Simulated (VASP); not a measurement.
Set up this calculation in VASP 6.6.1, as the native input.

| Quantity | Value |
| --- | --- |
| Task | single point |
| Functional | PBE |
| Dispersion | D3(BJ) |
| Potentials or basis | VASP PAW PBE potentials, release 64 (F) |
| Cutoff | 520 eV |
| k mesh | 8 × 8 × 4 |
| Occupations | gaussian, width 0.05 eV |
| Spin | no spin polarisation |
| Dipole correction | no |
| Further INCAR settings | ALGO = Normal; EDIFF = 1e-07; NBANDS = 22 |

The structure of F lies in POSCAR:

```
F
1.0
    2.8181532018     -1.7912036508      0.2974079766
    2.8181532018      1.7912036508      0.2974079766
   -0.8359919267      0.0000000000      6.7469186924
F
4
Direct
    0.9138648456      0.5855481450      0.0939279973
    0.4144518550      0.0861351544      0.4060720027
    0.0861351544      0.4144518550      0.9060720027
    0.5855481450      0.9138648456      0.5939279973
```

The input as run:

INCAR

```
PREC = Accurate
ENCUT = 520
EDIFF = 1E-7
ISMEAR = 0
SIGMA = 0.05
LREAL = False
LASPH = True
NELM = 80
ALGO = Normal
ISIF = 2
LWAVE = False
LCHARG = False
GGA = PE
IVDW = 12
NBANDS = 22
```

KPOINTS

```
Automatic mesh
0
Gamma
  8 8 4
```

Potentials or basis: VASP PAW PBE potentials, release 64 (F).

Run with:

```console
$ cat potpaw_PBE.64/F/POTCAR > POTCAR
$ mpirun -np 1 vasp_std > vasp.out
```

It gave:

```
Pressure                   : 0.3 GPa
Largest force              : 0.371 eV/Å
Band gap on the k mesh     : 2.95 eV
Dispersion energy per atom : -0.027 eV
```

It took 2.2 min on 1 thread of AMD EPYC 7R13, on a shared host, peak memory 0.21 GiB.
